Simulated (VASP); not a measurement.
# Al32Si (a cell with a defect) in VASP: single point with PBE+D3(BJ)

Aim: the single point of Al32Si (a cell with a defect) with PBE+D3(BJ).

Everything below comes from runs of VASP 6.6.1. Logs are shortened: lines on timing, memory, paths and dates and some standing lists are left out, and cuts for length are marked.

### 1 The cell of the first run

The cell holds a defect, 33 atoms: a = 8.100 Å, b = 8.100 Å, c = 8.100 Å, α = 90.00°, β = 90.00°, γ = 90.00°.

### 2 Single point, PBE+D3(BJ)

INCAR reads:

```
PREC = Accurate
ENCUT = 400
EDIFF = 1E-6
ISMEAR = 0
SIGMA = 0.05
LREAL = Auto
LASPH = T
NELM = 120
ALGO = Normal
ISIF = 2
LWAVE = F
LCHARG = F
GGA = PE
IVDW = 12
NBANDS = 72
GGA_COMPAT = F
```

KPOINTS reads:

```
regular mesh
0
Gamma
  2 2 2
```

POSCAR reads:

```
Al32Si
1.0
    8.1000000000      0.0000000000      0.0000000000
    0.0000000000      8.1000000000      0.0000000000
    0.0000000000      0.0000000000      8.1000000000
Al Si
32 1
Direct
    0.4960065432      0.0052697531      0.0005412346
    0.7500835802      0.2484080247      0.0008604938
    0.7501251852     -0.0108875309      0.2304356790
    0.0041561728      0.0052702469      0.0004917284
    0.2500754321      0.2518056790      0.0003701235
    0.4907328395      0.4998316049     -0.0020493827
    0.7501023457      0.7609859259     -0.0068902469
    0.2501124691      0.0064993827      0.2462333333
    0.5051797531      0.2536318519      0.2543704938
    0.7500864198      0.5171492593      0.1993970370
    0.4807732099     -0.0079870370      0.4998054321
    0.7500387654      0.1587845679      0.4996087654
    0.7500832099     -0.0042066667      0.7693938272
    0.0094282716      0.4998422222     -0.0021155556
    0.2500749383      0.7548956790     -0.0006200000
   -0.0049682716      0.2536708642      0.2543953086
    0.2501382716      0.4986975309      0.2409832099
    0.4945561728      0.7535804938      0.2454501235
    0.0193820988     -0.0080246914      0.4997614815
    0.2500995062      0.2470729630      0.5002456790
    0.4560790123      0.5106928395      0.5021851852
    0.7500500000      0.7736743210      0.5006951852
    0.2500583951      0.0042324691      0.7544238272
    0.5017514815      0.2514219753      0.7479425926
    0.7500171605      0.5079175309      0.7867939506
    0.0056508642      0.7535637037      0.2454018519
    0.0443338272      0.5107929630      0.5021364198
    0.2501561728      0.7598475309      0.4993348148
   -0.0016759259      0.2514488889      0.7478132099
    0.2500908642      0.5001685185      0.7602845679
    0.4965597531      0.7540724691      0.7530441975
    0.0035902469      0.7540650617      0.7530271605
    0.7502802469      0.4506612346      0.4893885185
```

Potentials or basis: VASP PAW PBE potentials, release 64 (Al, Si).

The run is started by

```sh
$ cat potpaw_PBE.64/Al/POTCAR potpaw_PBE.64/Si/POTCAR > POTCAR
$ mpirun -np 1 vasp_std > vasp.out
```

OUTCAR:

```text
PREC = Accurate
   ENCUT = 400
   EDIFF = 1E-6
   ISMEAR = 0
   LREAL = Auto
   LASPH = T
   NELM = 120
   ISIF = 2
   GGA = PE
   IVDW = 12
 IVDW          = 12

 ion  position               nearest neighbor table
   1  0.496  0.005  0.001-   3 2.78  13 2.78   8 2.82  23 2.82   5 2.82  15 2.84  18 2.84   2 2.85
                             7 2.86  31 2.86  24 2.86   9 2.88
   2  0.750  0.248  0.001-  10 2.71  25 2.72  13 2.78   3 2.81   4 2.85   1 2.85   9 2.86  16 2.86
                            24 2.87  29 2.87   6 2.93  14 2.93
   3  0.750  0.989  0.230-  12 2.58   7 2.67   4 2.78   1 2.78  22 2.80   2 2.81  26 2.82  18 2.82
                             9 2.93  16 2.93  19 3.08  11 3.09
   4  0.004  0.005  0.000-   3 2.78  13 2.78   8 2.82  23 2.82   5 2.82  15 2.84  26 2.84   2 2.85
                             7 2.86  32 2.86  29 2.86  16 2.88
   5  0.250  0.252  0.000-  17 2.79  30 2.80   6 2.80  14 2.80   8 2.81   4 2.82   1 2.82  23 2.83
                            24 2.89  29 2.89  16 2.92   9 2.92
   6  0.491  0.500  0.998-  10 2.66  25 2.71  30 2.74  17 2.77   5 2.80  15 2.84  24 2.86  31 2.86
                            18 2.87   9 2.88   2 2.93   7 2.98
   7  0.750  0.761  0.993-  10 2.59  13 2.63  25 2.64   3 2.67  32 2.83  31 2.83   4 2.86   1 2.86
                            26 2.91  18 2.91  14 2.98   6 2.98
   8  0.250  0.006  0.246-  11 2.78  19 2.78   5 2.81   1 2.82   4 2.82  20 2.83  18 2.85  26 2.85
                            15 2.86  28 2.86   9 2.88  16 2.88
   9  0.505  0.254  0.254-   2 2.86  17 2.87  20 2.87   1 2.88   8 2.88   6 2.88  12 2.91  11 2.91
[... 11 lines left out ...]
  15  0.250  0.755  0.999-  26 2.81  18 2.81  31 2.82  32 2.82  30 2.83  23 2.83  14 2.84   6 2.84
                             4 2.84   1 2.84  17 2.85   8 2.86
  16  0.995  0.254  0.254-   2 2.86  17 2.87  20 2.87   8 2.88   4 2.88  14 2.88  12 2.91  19 2.91
                             5 2.92  27 2.92   3 2.93  10 2.95  33 3.18
  17  0.250  0.499  0.241-  27 2.70  21 2.70   6 2.77  14 2.77   5 2.79  15 2.85  18 2.86  26 2.86
                             9 2.87  16 2.87  20 2.93  28 2.98
  18  0.495  0.754  0.245-  15 2.81   3 2.82  11 2.83  10 2.84   1 2.84   8 2.85  28 2.85  17 2.86
                             6 2.87  21 2.88   7 2.91  22 2.93
  19  0.019  0.992  0.500-  12 2.57  28 2.65   8 2.78  23 2.78  20 2.79  22 2.81  32 2.82  26 2.83
                            16 2.91  29 2.91   3 3.08  13 3.09
  20  0.250  0.247  0.500-  27 2.71  21 2.71  11 2.79  19 2.79   8 2.83  23 2.85  29 2.86  24 2.86
                            16 2.87   9 2.87  17 2.93  30 2.94
  21  0.456  0.511  0.502-  33 2.43  28 2.62  30 2.68  17 2.70  20 2.71  31 2.85  18 2.88  24 2.92
                             9 2.92  22 3.19  25 3.31  27 3.34
  22  0.750  0.774  0.501-  33 2.62   3 2.80  11 2.81  19 2.81  13 2.82  31 2.90  32 2.90  18 2.93
                            26 2.93  12 3.12  25 3.16  21 3.19  27 3.20  10 3.21
  23  0.250  0.004  0.754-  11 2.78  19 2.78   4 2.82   1 2.82   5 2.83  15 2.83  32 2.84  31 2.84
                            20 2.85  24 2.86  29 2.86  28 2.86
  24  0.502  0.251  0.748-   6 2.86   1 2.86  23 2.86  20 2.86  30 2.87   2 2.87   5 2.89  13 2.89
                            25 2.91  11 2.91  21 2.92  12 2.94
  25  0.750  0.508  0.787-  33 2.45   7 2.64   6 2.71  14 2.71   2 2.72  31 2.87  32 2.88  24 2.91
                            29 2.91  22 3.16  21 3.31  27 3.32  10 3.34
  26  0.006  0.754  0.245-  15 2.81   3 2.82  19 2.83  10 2.84   4 2.84   8 2.85  28 2.86  17 2.86
                            14 2.87  27 2.88   7 2.91  22 2.93
  27  0.044  0.511  0.502-  33 2.43  28 2.62  30 2.68  17 2.70  20 2.71  32 2.85  26 2.88  29 2.92
                            16 2.92  22 3.20  25 3.32  21 3.34
  28  0.250  0.760  0.499-  27 2.62  21 2.62  11 2.65  19 2.65  18 2.85  26 2.86  23 2.86   8 2.86
                            31 2.87  32 2.87  17 2.98  30 2.98
  29  0.998  0.251  0.748-  14 2.86   4 2.86  23 2.86  20 2.86  30 2.87   2 2.87   5 2.89  13 2.89
                            25 2.91  19 2.91  27 2.92  12 2.94
  30  0.250  0.500  0.760-  27 2.68  21 2.68  14 2.74   6 2.74   5 2.80  15 2.83  31 2.87  32 2.87
                            24 2.87  29 2.87  20 2.94  28 2.98
  31  0.497  0.754  0.753-  11 2.82  15 2.82   7 2.83  13 2.84  23 2.84  21 2.85   1 2.86   6 2.86
                            28 2.87  30 2.87  25 2.87  22 2.90
  32  0.004  0.754  0.753-  19 2.82  15 2.82   7 2.83  13 2.84  23 2.84  27 2.85   4 2.86  14 2.86
                            28 2.87  30 2.87  25 2.88  22 2.90
  33  0.750  0.451  0.489-  12 2.37  10 2.41  27 2.43  21 2.43  25 2.45  22 2.62  16 3.18   9 3.18

  LATTYP: Found a simple cubic cell.
 ALAT       =     8.1000000000

  Lattice vectors:

 A1 = (   8.1000000000,   0.0000000000,   0.0000000000)
 A2 = (   0.0000000000,   8.1000000000,   0.0000000000)
 A3 = (   0.0000000000,   0.0000000000,   8.1000000000)

Analysis of symmetry for initial positions (statically):
=====================================================================
 Subroutine PRICEL returns:
 Original cell was already a primitive cell.

 Routine SETGRP: Setting up the symmetry group for a
 simple cubic supercell.

 Subroutine GETGRP returns: Found  1 space group operations
 (whereof  1 operations were pure point group operations)
 out of a pool of 48 trial point group operations.

The static configuration has the point symmetry C_1 .
[... 127 lines left out ...]

 Found      8 irreducible k-points:

 Following reciprocal coordinates:
            Coordinates               Weight
  0.000000  0.000000  0.000000      1.000000
  0.500000  0.000000  0.000000      1.000000
  0.000000  0.500000  0.000000      1.000000
  0.000000  0.000000  0.500000      1.000000
  0.500000  0.500000  0.000000      1.000000
  0.000000  0.500000  0.500000      1.000000
  0.500000  0.000000  0.500000      1.000000
  0.500000  0.500000  0.500000      1.000000
   k-points           NKPTS =      8   k-points in BZ     NKDIM =      8   number of bands    NBANDS=     72
   number of dos      NEDOS =    301   number of ions     NIONS =     33
   total plane-waves  NPLWV = 157464
   dimension x,y,z NGX =    54 NGY =   54 NGZ =   54
   dimension x,y,z NGXF=   108 NGYF=  108 NGZF=  108
   ions per type =              32   1
   NGX,Y,Z   is equivalent  to a cutoff of  11.08, 11.08, 11.08 a.u.
   NGXF,Y,Z  is equivalent  to a cutoff of  22.17, 22.17, 22.17 a.u.
 SYSTEM =  unknown system
   PREC   = accura    normal or accurate (medium, high low for compatibility)
   ISTART =      0    job   : 0-new  1-cont  2-samecut
   ICHARG =      2    charge: 1-file 2-atom 10-const
   ISPIN  =      1    spin polarized calculation?
   LNONCOLLINEAR =      F non collinear calculations
   LSORBIT =      F    spin-orbit coupling
   LASPH  =      T    aspherical Exc in radial PAW
   ENCUT  =  400.0 eV  29.40 Ry    5.42 a.u.  13.21 13.21 13.21*2*pi/ulx,y,z
   NELM   =    120;   NELMIN=  2; NELMDL= -5     # of ELM steps
   EDIFF  = 0.1E-05   stopping-criterion for ELM
   LREAL  =      T    real-space projection
   EDIFFG = 0.1E-04   stopping-criterion for IOM
   NSW    =      0    number of steps for IOM
   IBRION =     -1    ionic relax: 0-MD 1-quasi-New 2-CG
   NFREE  =      0    steps in history (QN), initial steepest desc. (CG)
   ISIF   =      2    stress and relaxation
   ISYM   =      2    0-nonsym 1-usesym 2-fastsym
   POTIM  = 0.5000    time-step for ionic-motion
   TEBEG  =    0.0;   TEEND  =   0.0 temperature during run
   PSTRESS=    0.0 pullay stress
   NELECT =     100.0000    total number of electrons
   NUPDOWN=      -1.0000    fix difference up-down
   EMIN   =  10.00;   EMAX   =-10.00  energy-range for DOS
   EFERMI =   0.00;   METHOD = LEGACY
   ISMEAR =     0;   SIGMA  =   0.05  broadening in eV -4-tet -1-fermi 0-gaus
   EFERMI_NEDOS =   21; number of points for ismear=-14 and -15
   IALGO  =     38    algorithm
   IMIX   =      4    mixing-type and parameters
     AMIX     =   0.40;   BMIX     =  1.00
     AMIX_MAG =   1.60;   BMIX_MAG =  1.00
  volume/ion in A,a.u.               =      16.10       108.68
  Fermi-wavevector in a.u.,A,eV,Ry     =   0.938116  1.772782 11.973962  0.880061
  Thomas-Fermi vector in A             =   2.065295
   LORBIT       =      0    0 simple, 1 ext, 2 COOP (PROOUT), +10 PAW based schemes
   GGA     = PE    functional components
   LHFCALC =     F    Hartree Fock is set to
   AEXX    =    0.0000 exact exchange contribution
   IVDW    =    12    specifies the selected vdW correction
   LEPSILON=     F    determine dielectric tensor
   LRPA    =     F    only Hartree local field effects (RPA)
 non-spin polarized calculation
 Gauss-broadening in eV      SIGMA  =   0.05
  energy-cutoff  :      400.00
  volume of cell :      531.44
 maximum number of plane-waves:      9771
 NGX is ok and might be reduce to    54
   NGX = 27   NGY = 27   NGZ = 27

 number of electron     100.0000001 magnetization

 Free energy of the ion-electron system (eV)
  ---------------------------------------------------
  ext. energy  EPLUGINS =         0.00000000
  ---------------------------------------------------
  free energy    TOTEN  =      -123.95869058 eV

  energy without entropy =     -123.95286157  energy(sigma->0) =     -123.95577607

 E-fermi :   7.9388     XC(G=0): -10.2851

 val. band max:        7.8874646715   @ k =   0.0000   0.0000   0.5000
 cond. band min:       7.9696933192   @ k =   0.0000   0.5000   0.0000
 fundamental gap:      0.0822286477
 Fermi energy:         7.9388152063

 k-point     1 :       0.0000    0.0000    0.0000
  band No.  band energies     occupation
      1      -3.2252      2.00000
      2      -1.6644      2.00000
      3      -1.0141      2.00000
      4      -0.9611      2.00000
      5      -0.7138      2.00000
      6      -0.7132      2.00000
[... 509 lines left out ...]
     61      10.9571      0.00000
     62      11.2448      0.00000
 [bands above 62 left out]

------------------------ aborting loop because EDIFF is reached ----------------------------------------

 Edisp (eV)  -11.42672

 E8    (eV) :    -5.0995

  FORCE on cell =-STRESS in cart. coord.  units (eV):
  Direction    XX          YY          ZZ          XY          YZ          ZX
  --------------------------------------------------------------------------------------
  -------------------------------------------------------------------------------------
  Total      -0.49475     1.81374    -0.38885     0.01331    -0.70027    -0.00723
  in kB      -1.49155     5.46801    -1.17230     0.04014    -2.11115    -0.02179
  external pressure =        0.93 kB  Pullay stress =        0.00 kB

 VOLUME and BASIS-vectors are now :
 -----------------------------------------------------------------------------
  energy-cutoff  :      400.00
  volume of cell :      531.44
      direct lattice vectors                 reciprocal lattice vectors
     8.100000000  0.000000000  0.000000000     0.123456790  0.000000000  0.000000000
     0.000000000  8.100000000  0.000000000     0.000000000  0.123456790  0.000000000
     0.000000000  0.000000000  8.100000000     0.000000000  0.000000000  0.123456790

 POSITION                                       TOTAL-FORCE (eV/Angst)
 -----------------------------------------------------------------------------------
      4.01765      0.04269      0.00438         0.011357     -0.009572     -0.005795
      6.07568      2.01211      0.00697         0.000818     -0.040234     -0.020249
      6.07601      8.01181      1.86653         0.000017      0.018414      0.043474
      0.03366      0.04269      0.00398        -0.010896     -0.008228     -0.004277
      2.02561      2.03963      0.00300        -0.000586     -0.019992     -0.002339
      3.97494      4.04864      8.08340        -0.014932     -0.008135     -0.000059
[... 25 lines left out ...]
      0.02908      6.10793      6.09952         0.002828     -0.004773      0.003220
      6.07727      3.65036      3.96405        -0.001745      0.147510      0.050454
 -----------------------------------------------------------------------------------
    total drift:                                0.000770      0.001967     -0.004283

  FREE ENERGIE OF THE ION-ELECTRON SYSTEM (eV)
  ---------------------------------------------------
  free  energy   TOTEN  =      -135.3854079633 eV

  energy  without entropy=     -135.3795789487  energy(sigma->0) =     -135.38249346
```

It took 7.4 min on 1 thread of Intel Xeon 8259CL, shared host; peak memory 0.44 GiB.

What came out:

- Free energy: -135.3854 eV
- Pressure: 0.1 GPa
- Largest force: 0.156 eV/Å
- Band gap on the k mesh: zero (bands 50 and 51 overlap by 1.10 eV)
- Dispersion energy per atom: -0.346 eV

Forces on the atoms (eV/Å):
```
Al   0.011 -0.010 -0.006
Al   0.001 -0.040 -0.020
Al   0.000  0.018  0.043
Al  -0.011 -0.008 -0.004
Al  -0.001 -0.020 -0.002
Al  -0.015 -0.008  0.000
Al  -0.001  0.013  0.042
Al  -0.001 -0.024  0.007
Al  -0.011 -0.002 -0.017
Al   0.000 -0.087 -0.038
Al   0.046 -0.005 -0.004
Al   0.001  0.132  0.001
Al  -0.001 -0.033 -0.057
Al   0.014 -0.010  0.001
Al   0.001  0.005  0.006
Al   0.010 -0.002 -0.018
Al   0.000  0.004 -0.015
Al   0.020 -0.013 -0.003
Al  -0.047 -0.005 -0.005
Al   0.001 -0.033 -0.002
Al  -0.046 -0.020 -0.009
Al   0.001  0.036 -0.006
Al   0.000 -0.004 -0.016
Al  -0.004 -0.003  0.000
Al   0.000 -0.001  0.074
Al  -0.020 -0.012 -0.002
Al   0.046 -0.021 -0.009
Al   0.000  0.024 -0.008
Al   0.005 -0.002  0.002
Al   0.001 -0.009  0.006
Al  -0.003 -0.005  0.004
Al   0.003 -0.005  0.003
Si  -0.002  0.148  0.050
```

Levels at points of the mesh, in eV from the Fermi level:
| k point | band 46 | band 47 | band 48 | band 49 | band 50 | band 51 | band 52 | band 53 |
| --- | --- | --- | --- | --- | --- | --- | --- | --- |
| (0.00, 0.00, 0.00) | -0.26 | -0.08 | -0.06 | 0.44 | 0.47 | 0.51 | 0.52 | 0.64 |
| (0.50, 0.00, 0.00) | -0.43 | -0.34 | -0.32 | -0.20 | -0.15 | -0.05 | 0.14 | 0.56 |
| (0.00, 0.50, 0.00) | -0.62 | -0.35 | -0.32 | -0.31 | -0.18 | 0.03 | 0.17 | 0.73 |
| (0.00, 0.00, 0.50) | -0.43 | -0.34 | -0.32 | -0.21 | -0.14 | -0.05 | 0.14 | 0.56 |
| (0.50, 0.50, 0.00) | -0.49 | -0.46 | -0.29 | 0.49 | 0.55 | 0.72 | 0.75 | 1.00 |
| (0.00, 0.50, 0.50) | -0.49 | -0.46 | -0.29 | 0.49 | 0.55 | 0.72 | 0.75 | 1.00 |
| (0.50, 0.00, 0.50) | -0.47 | -0.46 | -0.29 | 0.45 | 0.46 | 0.72 | 0.83 | 1.03 |
| (0.50, 0.50, 0.50) | -0.69 | -0.64 | -0.62 | -0.55 | -0.55 | -0.55 | -0.49 | -0.41 |

Caveat: the k points lie up to 0.39 Å⁻¹ apart, too coarse for converged energies and pressures of a metal.
